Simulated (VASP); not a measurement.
CsI:

```
CELL_PARAMETERS angstrom
4.60808 0.00000 0.00000
0.00000 4.60808 0.00000
0.00000 0.00000 4.60808
ATOMIC_POSITIONS crystal
Cs 0.00000 0.00000 0.00000
I 0.50000 0.50000 0.50000
```

Base run:

| Property | Result |
| --- | --- |
| Program | VASP 6.6.1 |
| Functional | r2SCAN |
| Potentials or basis | VASP PAW PBE potentials, release 64 (Cs_sv, I) |
| Cutoff | 550 eV |
| k mesh | 4 × 4 × 4 |
| Occupations | gaussian, width 0.01 eV |
| Spin | no spin polarisation |

Its results: band gap on the k mesh 4.50 eV (least direct gap 4.59 eV); pressure 0.1 GPa.

Q: The run is repeated on the same cell with these changes: functional from r2SCAN to PBE; cutoff from 550 eV to 500 eV. What comes out?

A: Band gap on the k mesh 3.79 eV (least direct gap 3.88 eV); pressure 0.5 GPa.

Caveats: spin-orbit coupling is left out, which moves the levels of the heavy elements; the PAW data sets were made with another functional, which shifts forces and pressure a little (at least some runs).

A k mesh can miss the band edges.
